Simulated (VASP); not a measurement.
The system is Ti.

```
Ti
1.0
     2.77536    0.00000    0.00000
    -1.38768    2.40353    0.00000
     0.00000    0.00000    2.59322
Ti
1
Direct
  0.00000 0.00000 0.00000
```

This isn't the form of Ti at room conditions, which is hcp.

* Program: VASP 6.6.1
* Task: relaxation of cell and atoms
* Functional: PBE
* Potentials or basis: VASP PAW PBE potentials, release 64 (Ti_sv)
* Cutoff: 600 eV
* k mesh: 24 × 24 × 22
* Occupations: gaussian, width 0.1 eV
* Spin: no spin polarisation

At the start: pressure 1.4 GPa; volume 17.30 Å³/atom.

Task: How do energy, volume and symmetry change on relaxing?

Result: Over 21 steps the energy falls by 28.5 meV/atom and the volume is 17.62 Å³/atom (+1.8 %); space group P6/mmm (No. 191, to 0.1 Å) before and after.

Step by step:
```tsv
step	energy change (eV)	largest force (eV/Å)	pressure (GPa)	volume (Å³)
1	0.0000	0.0000	1.38	17.30
2	-0.0227	0.0000	-0.34	17.66
3	-0.0272	0.0000	-1.18	17.86
4	-0.0273	0.0000	-0.33	17.88
5	-0.0270	0.0000	-1.50	17.94
6	-0.0273	0.0000	-1.97	17.90
7	-0.0245	0.0000	0.93	17.41
8	-0.0281	0.0000	-0.52	17.75
9	-0.0282	0.0000	-0.55	17.74
10	-0.0281	0.0000	-0.38	17.71
11	-0.0282	0.0000	-0.38	17.73
12	-0.0282	0.0000	-0.34	17.74
13	-0.0285	0.0000	-1.50	17.66
14	-0.0255	0.0000	0.88	17.44
15	-0.0283	0.0000	0.48	17.61
16	-0.0284	0.0000	0.70	17.64
17	-0.0284	0.0000	-0.01	17.65
18	-0.0284	0.0000	0.02	17.65
19	-0.0284	0.0000	-0.02	17.66
20	-0.0284	0.0000	-0.12	17.66
21	-0.0285	0.0000	-0.04	17.62
```

Final structure:
```xyz
1
Lattice="2.7281 0.0000 0.0000 -1.3640 2.3626 0.0000 0.0000 0.0000 2.7333" Properties=species:S:1:pos:R:3 pbc="T T T"
Ti    0.0000    0.0000    0.0000
```
